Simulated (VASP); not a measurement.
# InSb (F-43m) in VASP: notebook, part 2 of 2

VASP 6.6.1. Earlier steps stand in the parts before.

**4. Single point, LDA**

File INCAR:

```
SYSTEM = InSb
ALGO = Normal
EDIFF = 1E-7
ENCUT = 520
ISIF = 2
ISMEAR = 0
LASPH = .True.
LCHARG = .True.
LELF = .True.
LREAL = .False.
LVHAR = .True.
LWAVE = .False.
NBANDS = 16
NELM = 60
PREC = Accurate
SIGMA = 0.1
```

File KPOINTS:

```
k-points
0
Gamma
  12 12 12
  0 0 0
```

File POSCAR:

```
InSb
1.0
    0.0000000000      3.2250617388      3.2250617388
    3.2250617388      0.0000000000      3.2250617388
    3.2250617388      3.2250617388      0.0000000000
In Sb
1 1
Direct
    0.0000000000      0.0000000000      0.0000000000
    0.7500000000      0.7500000000      0.7500000000
```

Potentials or basis: VASP PAW LDA potentials, release 64 (In_d, Sb).

The run is started by

```
cat potpaw_LDA.64/In_d/POTCAR potpaw_LDA.64/Sb/POTCAR > POTCAR
mpirun -np 1 vasp_std > vasp.out
```

OUTCAR:

```text
SYSTEM = InSb
   EDIFF = 1E-7
   ENCUT = 520
   ISIF = 2
   ISMEAR = 0
   LASPH = .True.
   LREAL = .False.
   NELM = 60
   PREC = Accurate

 ion  position               nearest neighbor table
   1  0.000  0.000  0.000-   2 2.79   2 2.79   2 2.79   2 2.79
   2  0.750  0.750  0.750-   1 2.79   1 2.79   1 2.79   1 2.79

  LATTYP: Found a face centered cubic cell.
 ALAT       =     6.4501234776

  Lattice vectors:

 A1 = (   0.0000000000,   3.2250617388,   3.2250617388)
 A2 = (   3.2250617388,   0.0000000000,   3.2250617388)
 A3 = (   3.2250617388,   3.2250617388,   0.0000000000)

Analysis of symmetry for initial positions (statically):
=====================================================================
 Subroutine PRICEL returns:
 Original cell was already a primitive cell.

 Routine SETGRP: Setting up the symmetry group for a
 face centered cubic supercell.

 Subroutine GETGRP returns: Found 24 space group operations
 (whereof 24 operations were pure point group operations)
 out of a pool of 48 trial point group operations.

The static configuration has the point symmetry T_d .

[... 155 lines left out ...]
  ext. energy  EPLUGINS =         0.00000000
  ---------------------------------------------------
  free energy    TOTEN  =        -8.21673233 eV

  energy without entropy =       -8.21658966  energy(sigma->0) =       -8.21666100

 E-fermi :   5.0863     XC(G=0):  -9.0487

 val. band max:        5.0331031028   @ k =   0.0000   0.0000   0.0000
 cond. band min:       5.4776029950   @ k =   0.5000   0.0000   0.0000
 fundamental gap:      0.4444998922
 Fermi energy:         5.0862836239

 k-point     1 :       0.0000    0.0000    0.0000
  band No.  band energies     occupation
      1      -9.5543      2.00000
      2      -9.5543      2.00000
      3      -9.5543      2.00000
      4      -9.4632      2.00000
      5      -9.4632      2.00000
      6      -5.8256      2.00000
[... 433 lines left out ...]
      3      -9.5278      2.00000
      4      -9.4651      2.00000
      5      -9.4623      2.00000
      6      -4.2635      2.00000
[... 8 lines left out ...]
     15      13.2447      0.00000
     16      13.5237      0.00000

 [... further k-points ...]
[... 5 lines left out ...]
  --------------------------------------------------------------------------------------
  -------------------------------------------------------------------------------------
  Total        0.0347896      0.0347896      0.0347896      0.0000000      0.0000000      0.0000000
  in kB        0.8308380      0.8308380      0.8308380      0.0000000      0.0000000      0.0000000
  external PRESSURE =       0.8308380 kB  Pullay stress =       0.0000000 kB

 VOLUME and BASIS-vectors are now :
 -----------------------------------------------------------------------------
  energy-cutoff  :      520.00
  volume of cell :       67.09
      direct lattice vectors                 reciprocal lattice vectors
     0.000000000  3.225061739  3.225061739    -0.155035792  0.155035792  0.155035792
     3.225061739  0.000000000  3.225061739     0.155035792 -0.155035792  0.155035792
     3.225061739  3.225061739  0.000000000     0.155035792  0.155035792 -0.155035792

 POSITION                                       TOTAL-FORCE (eV/Angst)
 -----------------------------------------------------------------------------------
      0.00000      0.00000      0.00000        -0.000000     -0.000000     -0.000000
      4.83759      4.83759      4.83759         0.000000      0.000000      0.000000
 -----------------------------------------------------------------------------------
    total drift:                                0.000000      0.000000      0.000000

  FREE ENERGIE OF THE ION-ELECTRON SYSTEM (eV)
  ---------------------------------------------------
  free  energy   TOTEN  =        -8.2167323349 eV

  energy  without entropy=       -8.2165896624  energy(sigma->0) =       -8.21666100
```

stdout:

```text
POSCAR found type information on POSCAR InSb
 POSCAR found :  2 types and       2 ions
 scaLAPACK will be used
 LDA part: xc-table for (Slater(with rela. corr.)+CA(PZ))
 , standard interpolation
 POSCAR, INCAR and KPOINTS ok, starting setup
 FFT: planning ... GRIDC
 FFT: planning ... GRID_SOFT
 FFT: planning ... GRID
 WAVECAR not read
 entering main loop
```

It took 2.1 min on 1 thread of AMD EPYC 7R43 (Zen 3), shared host; peak memory 0.19 GiB.

Results:

```yaml
Free_energy: -8.2167 eV
Pressure: 0.1 GPa
Band_gap_on_the_k_mesh: zero (filled and empty bands touch)
```

Caveat: spin-orbit coupling is left out, which moves the levels of the heavy elements.

**5. Relaxation of cell and atoms, LDA, target pressure 40 GPa, at which the enthalpy is minimised**

File INCAR:

```
SYSTEM = InSb
PREC = Accurate ; ENCUT = 600
EDIFF = 1E-6 ; ISMEAR = -1
SIGMA = 0.15 ; LREAL = .False.
LASPH = .True. ; NELM = 60
ALGO = Normal ; ISIF = 3
LWAVE = .False. ; LCHARG = .False.
IBRION = 2 ; NSW = 80
EDIFFG = -0.001 ; PSTRESS = 400.0
```

File KPOINTS:

```
regular mesh
0
Gamma
  12 12 12
  0 0 0
```

File POSCAR:

```
InSb
1.0
    0.0000000000      3.2255340568      3.2255340568
    3.2255340568      0.0000000000      3.2255340568
    3.2255340568      3.2255340568      0.0000000000
In Sb
1 1
Direct
    0.0000000000      0.0000000000      0.0000000000
    0.7500000000      0.7500000000      0.7500000000
```

The run is started by

```
cat potpaw_LDA.64/In_d/POTCAR potpaw_LDA.64/Sb/POTCAR > POTCAR
mpirun -np 1 vasp_std > vasp.out
```

Wall time 13 min (1 thread of AMD EPYC 7R43 (Zen 3), shared host); peak memory 0.24 GiB.

The run converged. Its results:

```yaml
Free_energy: -6.4053 eV
Relaxed_volume: 23.39 Å³/atom
Relaxed_cell: a = 4.044 Å, b = 4.044 Å, c = 4.044 Å, α = 60.00°, β = 60.00°, γ = 60.00°
Space_group_after_relaxing_to_0.05_Å: F-43m (No. 216)
Energy_change_on_relaxing_the_enthalpy_is_what_falls: +906.7 meV/atom
Ionic_steps: 19
Pressure_after_relaxing: 40.0 GPa
Band_gap_on_the_k_mesh: 0.34 eV, indirect (least direct gap 1.86 eV)
```

The path:
```
step  energy change (eV)  largest force (eV/Å)  pressure (GPa)  volume (Å³)
   1              0.0000                0.0000            0.10        67.12
   2             92.1898                0.0000         1999.87        14.27
   3              0.3491                0.0000           12.29        56.51
   4              0.6620                0.0000           18.95        53.27
   5              2.0346                0.0000           43.83        45.93
   6              1.7869                0.0000           39.53        46.88
   7              1.8765                0.0000           41.07        46.52
   8              1.6570                0.0000           37.26        47.42
   9              1.8140                0.0000           39.97        46.77
  10              1.8159                0.0000           40.04        46.76
  11              1.8156                0.0000           40.03        46.76
  12              1.8148                0.0000           40.03        46.77
  13              1.8148                0.0000           40.02        46.77
  14              1.8147                0.0000           40.01        46.77
  15              1.8147                0.0000           40.01        46.77
  16              1.8146                0.0000           40.01        46.77
  17              1.8144                0.0000           40.01        46.77
  18              1.8141                0.0000           40.01        46.77
  19              1.8134                0.0000           40.00        46.77
```

Final structure:
```
CELL_PARAMETERS angstrom
0.00000 2.85969 2.85969
2.85969 0.00000 2.85969
2.85969 2.85969 0.00000
ATOMIC_POSITIONS crystal
In 0.00000 0.00000 0.00000
Sb 0.75000 0.75000 0.75000
```

Levels at points of the mesh, in eV from the valence-band top:
| k point | band 6 | band 7 | band 8 | band 9 | band 10 | band 11 | band 12 | band 13 |
| --- | --- | --- | --- | --- | --- | --- | --- | --- |
| (0.00, 0.00, 0.00) | -13.93 | 0.00 | 0.00 | 0.00 | 1.86 | 2.64 | 2.64 | 2.64 |
| (0.50, 0.00, 0.00) | -11.31 | -8.11 | -1.79 | -1.79 | 1.17 | 3.59 | 3.59 | 5.23 |
| (0.50, 0.50, 0.00) | -10.17 | -8.08 | -3.93 | -3.93 | 0.36 | 0.68 | 10.20 | 10.20 |

Caveat: the cell is relaxed towards a set pressure, so the enthalpy falls and the energy may rise; the volume moved by over 15 % at a fixed basis, so the end points are rough; spin-orbit coupling is left out, which moves the levels of the heavy elements.

**6. Overview**

| task | cell | cutoff (eV) | smearing | gap on the mesh (eV) | pressure (GPa) |
| --- | --- | --- | --- | --- | --- |
| single point | a = 4.561 Å, angles 60.0°, 2 atoms | 520 | gaussian 0.1 eV | none | 0.1 |
| single point | a = 4.041 Å, angles 60.0°, 2 atoms | 520 | fermi-dirac 0.15 eV | 0.33 | 40.4 |
| relaxation of cell and atoms | relaxed to 40 GPa from a = 4.562 Å, angles 60.0°, 2 atoms | 600 | fermi-dirac 0.15 eV | 0.34 | 40.0 |

Alike in all rows: level LDA; potentials or basis VASP PAW LDA potentials, release 64 (In_d, Sb); no spin polarisation; k mesh 12 × 12 × 12.

Caveats: spin-orbit coupling is left out, which moves the levels of the heavy elements; the cell is relaxed towards a set pressure, so the enthalpy falls and the energy may rise (some runs); the volume moved by over 15 % at a fixed basis, so the end points are rough (some runs).

Total energies depend on the potentials used, so only differences within one code and one set of settings carry meaning.

**7. Against experiment**

Step 2. A measured gap of InSb is 0.24 eV (quoted in “Electronic Structure and Epitaxy of CdTe Shells on InSb Nanowires”, 2021, arxiv:2111.05126); the calculated 0.00 eV misses it by -0.24 eV. Spin-orbit coupling on In, Sb is left out. The value is that of LDA on a finite k mesh, which can miss the band edges, without temperature or zero-point motion. Semilocal functionals fall short of measured gaps as a rule.

Step 4. Against the measured gap of InSb, 0.24 eV (quoted in “Electronic Structure and Epitaxy of CdTe Shells on InSb Nanowires”, 2021, arxiv:2111.05126), the calculated 0.00 eV is off by -0.24 eV. Spin-orbit coupling on In, Sb is left out. The value is that of LDA on a finite k mesh, which can miss the band edges, without temperature or zero-point motion. Semilocal functionals fall short of measured gaps as a rule.
